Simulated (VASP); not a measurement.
Here is a VASP 6.6.1 calculation.

File INCAR:

```
ALGO = Fast
EDIFF = 1E-6
ENCUT = 520
GGA = PS
ISIF = 2
ISMEAR = 0
LASPH = T
LCHARG = F
LREAL = F
LWAVE = F
NBANDS = 26
NELM = 80
PREC = Accurate
SIGMA = 0.1
```

The input KPOINTS:

```
k-points
0
Gamma
  10 10 6
```

Contents of POSCAR:

```
Al2Cu
1.0
    2.6913880886      2.6913880886      0.0000000000
   -2.9000205120      2.9000205120      0.0000000000
    0.0000000000      0.0000000000      5.9066851351
Al Cu
4 2
Direct
    0.5000000000      0.0000000000      0.2382009550
    0.0000000000      0.5000000000      0.2617990450
    0.0000000000      0.5000000000      0.7382009550
    0.5000000000      0.0000000000      0.7617990450
    0.0000000000      0.0000000000      0.5000000000
    0.5000000000      0.5000000000      0.0000000000
```

Potentials or basis: VASP PAW PBE potentials, release 64 (Al, Cu).

The run is started by

```console
$ cat potpaw_PBE.64/Al/POTCAR potpaw_PBE.64/Cu/POTCAR > POTCAR
$ mpirun -np 1 vasp_std > vasp.out
```

(1) Estimate the pressure.

(2) Estimate the band gap on the k mesh.

## Answers

(1) 2.3 GPa.

(2) zero (band 17 reaches 9.45 eV, above the bottom of band 18 at 4.72 eV).

Caveat: the cell differs from its parent crystal (uniaxial strain along a: -6.0 %, then relaxed in part); the PAW data sets were made with another functional, which shifts forces and pressure a little.
